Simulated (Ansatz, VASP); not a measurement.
CuO, level by level in two programs

```
Cu O
1.0
     2.34185   -1.71130    0.00000
     2.34185    1.71130    0.00000
    -0.85003    0.00000    5.05787
Cu O
2 2
Direct
  0.50000 0.00000 0.50000
  0.00000 0.50000 0.00000
  0.41840 0.58160 0.75000
  0.58160 0.41840 0.25000
```

Single points on this cell with VASP 6.6.1 and Ansatz 0.2.0. Each row is one pair of runs. Alike in all rows: spin: off; k mesh: 10 × 10 × 5; VASP's potentials, cutoff: VASP PAW PBE potentials, release 64 (Cu, O), 520 eV; Ansatz's potentials, cutoff: Ansatz PAW, 420 eV.

| level | smearing | gap on the k mesh at the Fermi level (eV), VASP | gap on the k mesh at the Fermi level (eV), Ansatz | pressure (GPa), VASP | pressure (GPa), Ansatz | rms of the force components (eV/Å), VASP | rms of the force components (eV/Å), Ansatz |
| --- | --- | --- | --- | --- | --- | --- | --- |
| PBE | gaussian, width 0.013 eV | none | none | 6.4 | 5.7 | 0.089 | 0.107 |
| PBE | gaussian, width 0.014 eV | none | none | 6.4 | 5.7 | 0.089 | 0.107 |
| PBE | gaussian, width 0.015 eV | none | none | 6.4 | 5.7 | 0.089 | 0.107 |
| PBE | gaussian, width 0.016 eV | none | none | 6.3 | 5.7 | 0.089 | 0.107 |
| PBE | gaussian, width 0.017 eV | none | none | 6.4 | 5.7 | 0.089 | 0.107 |
| PBE | gaussian, width 0.018 eV | none | none | 6.4 | 5.7 | 0.089 | 0.107 |
| PBE | gaussian, width 0.019 eV | none | none | 6.4 | 5.7 | 0.089 | 0.107 |
| PBE | gaussian, width 0.021 eV | none | none | 6.4 | 5.7 | 0.089 | 0.107 |

Pressure (GPa): the two programs differ by at most 0.75; rms of the force components (eV/Å): the two programs differ by at most 0.0178.

VASP's potentials hold 34 valence electrons a cell and Ansatz's 50, so a difference there can come from the potentials and not from the codes.

A gap of «none» marks a metal or a gap that the smearing closes.
